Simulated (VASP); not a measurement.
A run of VASP 6.6.1 is set up as follows.

File INCAR:

```
SYSTEM = CuI
  PREC = Accurate
  ENCUT = 520
  EDIFF = 1E-7
  ISMEAR = 0
  SIGMA = 0.05
  LREAL = .FALSE.
  LASPH = .TRUE.
  NELM = 150
  ALGO = Normal
  ISIF = 2
  LWAVE = .FALSE.
  LCHARG = .FALSE.
  ISPIN = 2
  MAGMOM = 0.5 0.5
  LORBIT = 11
  LMAXMIX = 4
  GGA = PE
  NBANDS = 20
```

File KPOINTS:

```
regular mesh
0
G
  1 1 26
  0 0 0
```

File POSCAR:

```
CuI
1.0
   11.1000000000      0.0000000000      0.0000000000
    0.0000000000      9.3000000000      0.0000000000
    0.0000000000      0.0000000000      2.5107888632
Cu I
1 1
Direct
    0.4039728890      0.5000000000      0.0000000000
    0.5960271110      0.5000000000      0.5000000000
```

Potentials or basis: VASP PAW PBE potentials, release 64 (Cu, I).

Launch:

```sh
$ cat potpaw_PBE.64/Cu/POTCAR potpaw_PBE.64/I/POTCAR > POTCAR
$ mpirun -np 1 vasp_std > vasp.out
```

**Question.** What does it give for the net moment?

**Answer.** 0.00 μB per cell.

**Question.** Predict the band gap on the k mesh.

**Answer.** 0.46 eV.

Forces in eV/Å, atoms in the order of the input:
```
Cu  -1.767  0.000  0.000
I    1.767  0.000  0.000
```

Caveat: semilocal functionals underestimate gaps, and a narrow one can read as zero; spin-orbit coupling is left out, which moves the levels of the heavy elements.
